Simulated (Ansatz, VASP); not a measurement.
# As in VASP and in Ansatz

Contents of INCAR:

```
PREC = Accurate
ENCUT = 520
EDIFF = 1E-8
ISMEAR = -1
SIGMA = 0.05
LREAL = False
LASPH = True
NELM = 80
ALGO = Normal
ISIF = 2
LWAVE = False
LCHARG = False
GGA = PS
LEFG = True
NBANDS = 12
```

Contents of KPOINTS:

```
Automatic mesh
0
Gamma
  10 10 10
```

File POSCAR:

```
As
1.0
    1.8807968987      1.0858785957      3.5140619945
   -1.8807968987      1.0858785957      3.5140619945
    0.0000000000     -2.1717571915      3.5140619945
As
2
Direct
    0.7740000000      0.7740000000      0.7740000000
    0.2260000000      0.2260000000      0.2260000000
```

Input for Ansatz:

```yaml
crystal:
  lattice:
    - [1.8807968987, 1.0858785957, 3.5140619945]
    - [-1.8807968987, 1.0858785957, 3.5140619945]
    - [0.0, -2.1717571915, 3.5140619945]
  atoms:
    - { symbol: As, position: [0.774, 0.774, 0.774] }
    - { symbol: As, position: [0.226, 0.226, 0.226] }
kpoints:
  mp_grid: { grid: [10, 10, 10] }
scf:
  occupations: { method: fermi_dirac, width: 0.05 }
hamiltonian:
  xc: pbesol
  pseudopotentials: { kind: all_electron, datasets: crystal }
output:
  forces: true
  stress: true
  eigenvalues: true
  efg: { contact_densities: true }
```

Change from the starting cell: shortest bond scaled by 1, crystal datasets.

Alike in both runs: task electric field gradients; functional PBEsol; k mesh 10 × 10 × 10; occupations fermi-dirac, width 0.05 eV; no spin polarisation.

```csv
,VASP,Ansatz
version,VASP 6.6.1,Ansatz 0.2.0
potentials or method,"VASP PAW PBE potentials, release 64 (As), cutoff 520 eV","all-electron PAW with datasets made for the crystal, scalar-relativistic"
```

Ansatz gave:

| Item | Value |
| --- | --- |
| pressure (GPa) | 0.3 |
| traceless stress, the component that is largest in VASP (GPa) | -0.47 |
| rms of the force components (eV/Å) | 0.217 |
| size of Vzz on the site where it differs most (V/Å²) | 54.1 |

Question: Which values does VASP return?

Answer: Pressure (GPa): 0.7; traceless stress, the component that is largest in VASP (GPa): -0.61; rms of the force components (eV/Å): 0.258; size of Vzz on the site where it differs most (V/Å²): 49.9.

VASP's potentials were made for PBE, not for PBEsol. Atom by atom the forces differ by 0.041 eV/Å (rms over components). Ansatz ran all-electron here, and VASP with PAW potentials.
